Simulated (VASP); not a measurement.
Here is a VASP 6.6.1 calculation.

POSCAR

```
MnInCoS4
1.0
    3.7726692600      0.0000000000      0.0000000000
   -1.8863346300      3.2672287100      0.0000000000
    0.0000000000      0.0000000000     12.2623807600
S Co In Mn
4 1 1 1
Direct
    0.0000000000      0.0000000000      0.3420000000
    0.3333000000      0.6667000000      0.1020000000
    0.6667000000      0.3333000000      0.9230000000
    0.3333000000      0.6667000000      0.6110000000
    0.3333000000      0.6667000000      0.2860000000
    0.3333000000      0.6667000000      0.8040000000
    0.0000000000      0.0000000000      0.5370000000
```

File INCAR.step1:

```
SYSTEM = MnInCoS4
ALGO = Normal
EDIFF = 1E-4
ENCUT = 520
GGA = PE
ISMEAR = -5
LASPH = .True.
LCHARG = .False.
LMAXMIX = 4
LREAL = .False.
LWAVE = .True.
NELM = 100
PREC = Accurate
SIGMA = 0.0303
```

INCAR.step2

```
SYSTEM = MnInCoS4
ALGO = Normal
EDIFF = 1E-6
ENCUT = 520
ISIF = 2
ISMEAR = 1
ISTART = 1
LASPH = .True.
LCHARG = .False.
LMAXMIX = 4
LMIXTAU = .True.
LORBIT = 11
LREAL = .False.
LWAVE = .False.
METAGGA = R2SCAN
NELM = 100
PREC = Accurate
SIGMA = 0.0303
```

KPOINTS

```
k-points
0
Gamma
  8 8 2
  0 0 0
```

Potentials or basis: VASP PAW PBE potentials, release 64 (S, Co, In_d, Mn_pv).

Launch:

```console
$ cat potpaw_PBE.64/S/POTCAR potpaw_PBE.64/Co/POTCAR potpaw_PBE.64/In_d/POTCAR potpaw_PBE.64/Mn_pv/POTCAR > POTCAR
$ cp INCAR.step1 INCAR
$ mpirun -np 1 vasp_std > vasp.out
$ cp INCAR.step2 INCAR
$ mpirun -np 1 vasp_std > vasp.out
```

(1) Predict the band gap on the k mesh.

(2) Predict the pressure.

Results:

(1) zero (an odd number of electrons rules out a gap without spin polarisation).

(2) -10.1 GPa.

Caveat: the cell stands under tension; the PAW data sets were made with another functional, which shifts forces and pressure a little; spin-orbit coupling is left out, which moves the levels of the heavy elements; an odd number of electrons without spin polarisation forces a metal; a magnetic or distorted state may lie lower; the run has no spin polarisation, though such a crystal can be magnetic; semilocal functionals often make such compounds metallic where correlation or magnetic order opens a gap, which also shifts bond lengths.
